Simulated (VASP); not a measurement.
# Os in VASP: single point with PBE

Aim: the single point of Os with PBE.

All numbers are computed with VASP 6.6.1; they aren't measurements. Logs are shortened: lines on timing, memory, paths and dates and some standing lists are left out, and cuts for length are marked.

## Step 1: The cell of the first run

The cell holds a slab with vacuum, 10 atoms: a = 2.753 Å, b = 5.149 Å, c = 25.105 Å, α = 90.00°, β = 90.00°, γ = 105.51°.

## Step 2: Single point, PBE

Input file INCAR:

```
SYSTEM = Os
PREC = Accurate
ENCUT = 520
EDIFF = 1E-6
ISMEAR = 0
SIGMA = 0.1
LREAL = .False.
LASPH = .True.
NELM = 100
ALGO = Normal
ISIF = 2
LWAVE = .False.
LCHARG = .False.
LDIPOL = .True.
IDIPOL = 3
DIPOL = 0.5 0.5 0.500
GGA = PE
ISYM = 0
NBANDS = 51
```

Input file KPOINTS:

```
regular mesh
0
Gamma
  13 7 1
  0 0 0
```

Input file POSCAR:

```
Os
1.0
    2.7528310567      0.0000000000      0.0000000000
   -1.3764155284      4.9612963083      0.0000000000
    0.0000000000      0.0000000000     25.1052584584
Os
10
Direct
    0.2502232009      0.5001931740      0.3078748228
    0.5959482164      0.1909009761      0.3671869096
    0.8679791582      0.7358902178      0.3806958406
    0.2109964165      0.4220245743      0.4507589478
    0.4831948178      0.9665784029      0.4664893304
    0.8249665475      0.6497443386      0.5335107380
    0.0971649782      0.1942982528      0.5492409764
    0.4401820125      0.8804320991      0.6193041869
    0.7122134019      0.4254222192      0.6328130669
    0.0579381711      0.1161295873      0.6921251806
```

Potentials or basis: VASP PAW PBE potentials, release 64 (Os).

Run with:

```console
cat potpaw_PBE.64/Os/POTCAR > POTCAR
mpirun -np 1 vasp_std > vasp.out
```

OUTCAR:

```text
SYSTEM = Os
   PREC = Accurate
   ENCUT = 520
   EDIFF = 1E-6
   ISMEAR = 0
   LREAL = .False.
   LASPH = .True.
   NELM = 100
   ISIF = 2
   GGA = PE
   ISYM = 0

 ion  position               nearest neighbor table
   1  0.250  0.500  0.308-   2 2.54   2 2.54   3 2.57   3 2.57
   2  0.596  0.191  0.367-   1 2.54   1 2.54   3 2.66   3 2.67   3 2.73   5 2.73   4 2.76   4 2.76

   3  0.868  0.736  0.381-   1 2.57   1 2.57   2 2.66   2 2.67   4 2.72   4 2.72   2 2.73   5 2.80
                             5 2.80
   4  0.211  0.422  0.451-   5 2.68   5 2.68   7 2.72   3 2.72   3 2.72   5 2.73   6 2.74   6 2.74
                             2 2.76   2 2.76
   5  0.483  0.967  0.466-   4 2.68   4 2.68   6 2.68   6 2.68   2 2.73   4 2.73   7 2.74   7 2.74
                             3 2.80   3 2.80
   6  0.825  0.650  0.534-   7 2.68   7 2.68   5 2.68   5 2.68   9 2.73   7 2.73   4 2.74   4 2.74
                             8 2.80   8 2.80
   7  0.097  0.194  0.549-   6 2.68   6 2.68   4 2.72   8 2.72   8 2.72   6 2.73   5 2.74   5 2.74
                             9 2.76   9 2.76
   8  0.440  0.880  0.619-  10 2.57  10 2.57   9 2.66   9 2.67   7 2.72   7 2.72   9 2.73   6 2.80
                             6 2.80
   9  0.712  0.425  0.633-  10 2.54  10 2.54   8 2.66   8 2.67   8 2.73   6 2.73   7 2.76   7 2.76

  10  0.058  0.116  0.692-   9 2.54   9 2.54   8 2.57   8 2.57

IMPORTANT INFORMATION: All symmetrisations will be switched off!
NOSYMM: (Re-)initialisation of all symmetry stuff for point group C_1.

----------------------------------------------------------------------------------------

                                     Primitive cell

  volume of cell :     342.8778

  direct lattice vectors                    reciprocal lattice vectors
     2.752831057  0.000000000  0.000000000     0.363262394  0.100780112  0.000000000
    -1.376415528  4.961296308  0.000000000     0.000000000  0.201560225  0.000000000
     0.000000000  0.000000000 25.105258458     0.000000000  0.000000000  0.039832293

  length of vectors
     2.752831057  5.148687286 25.105258458     0.376983021  0.201560225  0.039832293

  position of ions in fractional coordinates (direct lattice)
     0.250223201  0.500193174  0.307874823
     0.595948216  0.190900976  0.367186910
     0.867979158  0.735890218  0.380695841
     0.210996417  0.422024574  0.450758948
     0.483194818  0.966578403  0.466489330
     0.824966547  0.649744339  0.533510738
     0.097164978  0.194298253  0.549240976
     0.440182013  0.880432099  0.619304187
     0.712213402  0.425422219  0.632813067
     0.057938171  0.116129587  0.692125181

  ion indices of the primitive-cell ions
   primitive index   ion index
                 1           1
                 2           2
                 3           3
                 4           4
                 5           5
                 6           6
                 7           7
                 8           8
                 9           9
                10          10

----------------------------------------------------------------------------------------

 KPOINTS: regular mesh

Automatic generation of k-mesh.
 Grid dimensions read from file:
 generate k-points for:   13    7    1

 Generating k-lattice:

  Cartesian coordinates                     Fractional coordinates (reciprocal lattice)
     0.027943261  0.007752316  0.000000000     0.076923077  0.000000000  0.000000000
     0.000000000  0.028794318  0.000000000     0.000000000  0.142857143  0.000000000
     0.000000000  0.000000000  0.039832293     0.000000000  0.000000000  1.000000000

  Length of vectors
     0.028998694  0.028794318  0.039832293

  Shift w.r.t. Gamma in fractional coordinates (k-lattice)
     0.000000000  0.000000000  0.000000000

 -----------------------------------------------------------------------------
|                                                                             |
|           W    W    AA    RRRRR   N    N  II  N    N   GGGG   !!!           |
|           W    W   A  A   R    R  NN   N  II  NN   N  G    G  !!!           |
|           W    W  A    A  R    R  N N  N  II  N N  N  G       !!!           |
|           W WW W  AAAAAA  RRRRR   N  N N  II  N  N N  G  GGG   !            |
|           WW  WW  A    A  R   R   N   NN  II  N   NN  G    G                |
|           W    W  A    A  R    R  N    N  II  N    N   GGGG   !!!           |
|                                                                             |
|     Your reciprocal lattice and k-lattice belong to different lattice       |
[... 10 lines left out ...]
      ... skipping the blow-up phase ...

 Subroutine IBZKPT returns following result:
 ===========================================

 Found     46 irreducible k-points:

 Following reciprocal coordinates:
            Coordinates               Weight
  0.000000  0.000000  0.000000      1.000000
  0.076923 -0.000000  0.000000      2.000000
  0.153846  0.000000  0.000000      2.000000
  0.230769  0.000000  0.000000      2.000000
  0.307692  0.000000  0.000000      2.000000
  0.384615  0.000000  0.000000      2.000000
[... 16 lines left out ...]
  0.153846  0.285714  0.000000      2.000000
  0.230769  0.285714  0.000000      2.000000
 [... further k-points ...]
   k-points           NKPTS =     46   k-points in BZ     NKDIM =     46   number of bands    NBANDS=     51
   number of dos      NEDOS =    301   number of ions     NIONS =     10
   total plane-waves  NPLWV = 153600
   dimension x,y,z NGX =    20 NGY =   40 NGZ =  192
   dimension x,y,z NGXF=    40 NGYF=   80 NGZF=  384
   ions per type =              10
   NGX,Y,Z   is equivalent  to a cutoff of  12.08, 12.92, 12.71 a.u.
   NGXF,Y,Z  is equivalent  to a cutoff of  24.16, 25.83, 25.43 a.u.
 SYSTEM =  Os
   PREC   = accura    normal or accurate (medium, high low for compatibility)
   ISTART =      0    job   : 0-new  1-cont  2-samecut
   ICHARG =      2    charge: 1-file 2-atom 10-const
   ISPIN  =      1    spin polarized calculation?
   LNONCOLLINEAR =      F non collinear calculations
   LSORBIT =      F    spin-orbit coupling
   LASPH  =      T    aspherical Exc in radial PAW
   ENCUT  =  520.0 eV  38.22 Ry    6.18 a.u.   5.12  9.57 46.68*2*pi/ulx,y,z
   NELM   =    100;   NELMIN=  2; NELMDL= -5     # of ELM steps
   EDIFF  = 0.1E-05   stopping-criterion for ELM
   LREAL  =      F    real-space projection
   EDIFFG = 0.1E-04   stopping-criterion for IOM
   NSW    =      0    number of steps for IOM
   IBRION =     -1    ionic relax: 0-MD 1-quasi-New 2-CG
   NFREE  =      0    steps in history (QN), initial steepest desc. (CG)
   ISIF   =      2    stress and relaxation
   ISYM   =      0    0-nonsym 1-usesym 2-fastsym
   POTIM  = 0.5000    time-step for ionic-motion
   TEBEG  =    0.0;   TEEND  =   0.0 temperature during run
   PSTRESS=    0.0 pullay stress
   NELECT =      80.0000    total number of electrons
   NUPDOWN=      -1.0000    fix difference up-down
   EMIN   =  10.00;   EMAX   =-10.00  energy-range for DOS
   EFERMI =   0.00;   METHOD = LEGACY
   ISMEAR =     0;   SIGMA  =   0.10  broadening in eV -4-tet -1-fermi 0-gaus
   EFERMI_NEDOS =   21; number of points for ismear=-14 and -15
   IALGO  =     38    algorithm
   IMIX   =      4    mixing-type and parameters
     AMIX     =   0.40;   BMIX     =  1.00
     AMIX_MAG =   1.60;   BMIX_MAG =  1.00
  volume/ion in A,a.u.               =      34.29       231.39
  Fermi-wavevector in a.u.,A,eV,Ry     =   1.007840  1.904542 13.820008  1.015742
  Thomas-Fermi vector in A             =   2.140670
   LORBIT       =      0    0 simple, 1 ext, 2 COOP (PROOUT), +10 PAW based schemes
   GGA     = PE    functional components
   LHFCALC =     F    Hartree Fock is set to
   AEXX    =    0.0000 exact exchange contribution
   IVDW    =     0    specifies the selected vdW correction
   LEPSILON=     F    determine dielectric tensor
   LRPA    =     F    only Hartree local field effects (RPA)
 non-spin polarized calculation
 Gauss-broadening in eV      SIGMA  =   0.10
  energy-cutoff  :      520.00
  volume of cell :      342.88
 maximum number of plane-waves:      9299
   NGX = 11   NGY = 19   NGZ = 93

 dipolmoment           0.000000      0.000000      0.000004 electrons x Angstroem

 number of electron      80.0000005 magnetization

 dipolmoment           0.000000      0.000000     -0.000005 electrons x Angstroem

 Free energy of the ion-electron system (eV)
  ---------------------------------------------------
  ext. energy  EPLUGINS =         0.00000000
  ---------------------------------------------------
  free energy    TOTEN  =      -105.53957424 eV

  energy without entropy =     -105.49099390  energy(sigma->0) =     -105.51528407

 E-fermi :   1.2559     XC(G=0):  -6.7609

 val. band max:        1.2525748862   @ k =   0.0769   0.1429   0.0000
 cond. band min:       1.2591278680   @ k =  -0.0769   0.2857   0.0000
 fundamental gap:      0.0065529818
 Fermi energy:         1.2558724149

 k-point     1 :       0.0000    0.0000    0.0000
  band No.  band energies     occupation
      1      -9.1383      2.00000
      2      -8.0138      2.00000
      3      -6.8084      2.00000
      4      -6.1864      2.00000
      5      -6.0690      2.00000
      6      -5.8199      2.00000
[... 1285 lines left out ...]
     50       2.8472      0.00000
     51       2.8945      0.00000

 [... further k-points ...]

------------------------ aborting loop because EDIFF is reached ----------------------------------------

 vacuum level on the upper side and lower side of the slab       (xc-potential included)        -0.238        -0.238

  FORCE on cell =-STRESS in cart. coord.  units (eV):
  Direction    XX          YY          ZZ          XY          YZ          ZX
  --------------------------------------------------------------------------------------
  -------------------------------------------------------------------------------------
  Total       -7.5630562     -3.5258773     -0.1941216      0.0061287      0.0132682     -0.0030136
  in kB      -35.3401583    -16.4754905     -0.9070786      0.0286379      0.0619990     -0.0140819
  external PRESSURE =     -17.5742425 kB  Pullay stress =       0.0000000 kB

 VOLUME and BASIS-vectors are now :
 -----------------------------------------------------------------------------
  energy-cutoff  :      520.00
  volume of cell :      342.88
      direct lattice vectors                 reciprocal lattice vectors
     2.752831057  0.000000000  0.000000000     0.363262394  0.100780112  0.000000000
    -1.376415528  4.961296308  0.000000000     0.000000000  0.201560225  0.000000000
     0.000000000  0.000000000 25.105258458     0.000000000  0.000000000  0.039832293

 POSITION                                       TOTAL-FORCE (eV/Angst)
 -----------------------------------------------------------------------------------
      0.00035      2.48161      7.72928         0.000069     -0.003462      0.040893
      1.37779      0.94712      9.21832        -0.000043     -0.007080     -0.024971
      1.37651      3.65097      9.55747         0.000499      0.010362     -0.033094
     -0.00004      2.09379     11.31642        -0.000492     -0.002709      0.000729
     -0.00026      4.79548     11.71134         0.000391      0.007543      0.014852
      1.37668      3.22357     13.39392        -0.000389     -0.007591     -0.014926
      0.00004      0.96397     13.78884         0.000506      0.002841     -0.000739
     -0.00009      4.36808     15.54779        -0.000497     -0.010272      0.033121
      1.37505      2.11065     15.88694         0.000035      0.006978      0.024993
     -0.00035      0.57615     17.37598        -0.000078      0.003390     -0.040858
 -----------------------------------------------------------------------------------
    total drift:                               -0.000003     -0.000144      0.000009

  FREE ENERGIE OF THE ION-ELECTRON SYSTEM (eV)
  ---------------------------------------------------
  free  energy   TOTEN  =      -105.5395742432 eV

  energy  without entropy=     -105.4909938986  energy(sigma->0) =     -105.51528407

 vacuum level on the upper side and lower side of the slab         5.516         5.515
```

Wall time 68 min (1 thread of Intel Xeon 8259CL, shared host); peak memory 0.75 GiB.

Results:

```yaml
Free_energy: -105.5396 eV
Largest_force: 0.041 eV/Å
Band_gap_on_the_k_mesh: zero (bands 40 and 41 overlap by 1.38 eV)
```

Forces in eV/Å, atoms in the order of the input:
```
Os   0.000 -0.003  0.041
Os   0.000 -0.007 -0.025
Os   0.000  0.010 -0.033
Os   0.000 -0.003  0.001
Os   0.000  0.008  0.015
Os   0.000 -0.008 -0.015
Os   0.001  0.003 -0.001
Os   0.000 -0.010  0.033
Os   0.000  0.007  0.025
Os   0.000  0.003 -0.041
```

Levels at points of the mesh, in eV from the Fermi level:
| k point | band 37 | band 38 | band 39 | band 40 | band 41 | band 42 | band 43 | band 44 | band 45 | band 46 |
| --- | --- | --- | --- | --- | --- | --- | --- | --- | --- | --- |
| (0.00, 0.00, 0.00) | -1.44 | -1.09 | -0.99 | -0.86 | -0.55 | -0.37 | -0.26 | 0.01 | 0.28 | 0.34 |

Caveat: spin-orbit coupling is left out, which moves the levels of the heavy elements.
